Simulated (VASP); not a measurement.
Wanted: the native input for a VASP 6.6.1 run.

```yaml
Task: single point
Functional: LDA
Potentials_or_basis: VASP PAW LDA potentials, release 64 (V_sv, H)
Cutoff: 520 eV
k_mesh: 9 × 9 × 4
Occupations: fermi-dirac, width 0.05 eV
Spin: collinear spin, antiferromagnetic start
Starting_moments: "[1.5, -1.5, 0.0, 0.0] μB"
Dipole_correction: no
Further_INCAR_settings: ALGO = Normal; EDIFF = 1e-06; NBANDS = 26
```

The structure of VH lies in POSCAR:

```
VH
1.0
    2.7355800000      0.0000000000      0.0000000000
   -1.3677900000      2.3690820000      0.0000000000
    0.0000000000      0.0000000000      4.9359680000
V H
2 2
Direct
    0.0000000000      0.0000000000      0.0000000000
    0.0000000000      0.0000000000      0.5000000000
    0.6666666667      0.3333333333      0.7500000000
    0.3333333333      0.6666666667      0.2500000000
```

These files were run (other wordings do the same):

INCAR

```
SYSTEM = VH
PREC = Accurate
ENCUT = 520
EDIFF = 1E-6
ISMEAR = -1
SIGMA = 0.05
LREAL = .False.
LASPH = .True.
NELM = 150
ALGO = Normal
ISIF = 2
LWAVE = .False.
LCHARG = .True.
ISPIN = 2
MAGMOM = 1.5 -1.5 0 0
LORBIT = 11
LMAXMIX = 4
GGA = CA
LELF = .True.
LVHAR = .True.
NBANDS = 26
```

KPOINTS

```
regular mesh
0
Gamma
  9 9 4
  0 0 0
```

Potentials or basis: VASP PAW LDA potentials, release 64 (V_sv, H).

Launch:

```sh
$ cat potpaw_LDA.64/V_sv/POTCAR potpaw_LDA.64/H/POTCAR > POTCAR
$ mpirun -np 1 vasp_std > vasp.out
```

It gave:

| Item | Value |
| --- | --- |
| Pressure | -10.7 GPa |
| Band gap on the k mesh | zero (filled and empty bands overlap) |
| Net moment | 0.00 μB per cell |
| Valence electrons inside the program's atomic spheres | V 11.72; H 0.54 |

Run time: 31 s on 1 thread of Intel(R) Xeon(R) Platinum 8488C (Sapphire Rapids), with other jobs on the host, peak memory 0.16 GiB.
